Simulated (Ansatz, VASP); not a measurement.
This is a calculation of MgI2 for Ansatz 0.2.0.

The input input.yaml:

```yaml
crystal:
  lattice:
    - [4.1122139279, 0.0, 0.0]
    - [-2.0561069639, 3.5612817274, 0.0]
    - [0.0, 0.0, 6.833824112]
  atoms:
    - { symbol: I, position: [0.6666666667, 0.3333333333, 0.75] }
    - { symbol: I, position: [0.3333333333, 0.6666666667, 0.25] }
    - { symbol: Mg, position: [0.0, 0.0, 0.0] }
kpoints:
  mp_grid: { grid: [8, 8, 4] }
scf:
  occupations: { method: fermi_dirac, width: 0.05 }
hamiltonian:
  xc: pbesol
  pseudopotentials: { kind: all_electron, lapw: { basis_error: 0.002 } }
output:
  forces: true
  stress: true
  eigenvalues: true
```

Potentials or basis: all-electron LAPW, scalar-relativistic.

Run with:

```console
$ ansatz run input.yaml --threads 2 --pin off --max-ram 6144MiB --backend cpu --events-out ev --progress --plain --runs-dir out
```

Problem. Set up the same calculation for VASP 6.6.1. Potentials there: VASP PAW PBE potentials, release 64 (I, Mg).

Solution. As run (the cutoff follows the program's own potentials):

INCAR

```
SYSTEM = MgI2
PREC = Accurate
ENCUT = 520
EDIFF = 1E-7
ISMEAR = -1
SIGMA = 0.05
LREAL = .False.
LASPH = .True.
NELM = 100
ALGO = Normal
ISIF = 2
LWAVE = .False.
LCHARG = .True.
GGA = PS
LELF = .True.
LVHAR = .True.
NBANDS = 15
```

The input KPOINTS:

```
regular mesh
0
Gamma
  8 8 4
  0 0 0
```

File POSCAR:

```
MgI2
1.0
    4.1122139279      0.0000000000      0.0000000000
   -2.0561069639      3.5612817274      0.0000000000
    0.0000000000      0.0000000000      6.8338241120
I Mg
2 1
Direct
    0.6666666667      0.3333333333      0.7500000000
    0.3333333333      0.6666666667      0.2500000000
    0.0000000000      0.0000000000      0.0000000000
```

Potentials or basis: VASP PAW PBE potentials, release 64 (I, Mg).

Command:

```console
$ cat potpaw_PBE.64/I/POTCAR potpaw_PBE.64/Mg/POTCAR > POTCAR
$ mpirun -np 1 vasp_std > vasp.out
```

Both were run:

|  | VASP | Ansatz | Ansatz less VASP |
| --- | --- | --- | --- |
| gap on the k mesh at the Fermi level (eV) | 3.44 | 3.46 | +0.013 |
| least direct gap on the mesh (eV) | 3.59 | 3.60 | +0.008 |
| pressure (GPa) | -0.2 | -0.2 | +0.03 |
| traceless stress, the component that is largest in VASP (GPa) | -0.31 | -0.31 | -0.004 |
| rms of the force components (eV/Å) | 0.100 | 0.099 | -0.0013 |

VASP's potentials were made for PBE, not for PBEsol. Atom by atom the forces differ by 0.001 eV/Å (rms over components). Ansatz ran all-electron here, and VASP with PAW potentials.

Neither program's run includes spin-orbit coupling.
